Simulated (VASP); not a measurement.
A run of VASP 6.6.1:

The input INCAR:

```
PREC     = Accurate       # precision mode
ENCUT    = 520            # plane-wave cutoff, eV
EDIFF    = 1E-6           # SCF threshold, eV
ISMEAR   = 1              # smearing method
SIGMA    = 0.3            # smearing width, eV
LREAL    = F              # projectors in reciprocal space
LASPH    = T              # aspherical terms in the spheres
NELM     = 80             # most SCF steps
ALGO     = Normal         # electronic algorithm
ISIF     = 2              # what is computed and relaxed
LWAVE    = F              # write WAVECAR
LCHARG   = F              # write CHGCAR
GGA      = CA             # functional
NBANDS   = 12             # bands
```

Contents of KPOINTS:

```
regular mesh
0
Gamma
  15 15 15
```

Contents of POSCAR:

```
Cu
1.0
    0.0000000000      1.7588202533      1.7588202533
    1.7588202533      0.0000000000      1.7588202533
    1.7588202533      1.7588202533      0.0000000000
Cu
1
Direct
    0.0000000000      0.0000000000      0.0000000000
```

Potentials or basis: VASP PAW LDA potentials, release 64 (Cu).

The run is started by

```console
$ cat potpaw_LDA.64/Cu/POTCAR > POTCAR
$ mpirun -np 1 vasp_std > vasp.out
```

Hardware: 1 thread of Intel Xeon 6975P-C (shared host).

Question: Estimate the wall time of this run.

Answer: Wall time 9.4 s on 1 thread of Intel Xeon 6975P-C, with other jobs on the host, peak memory 0.12 GiB. Counts: scf iterations 12, k points 120.
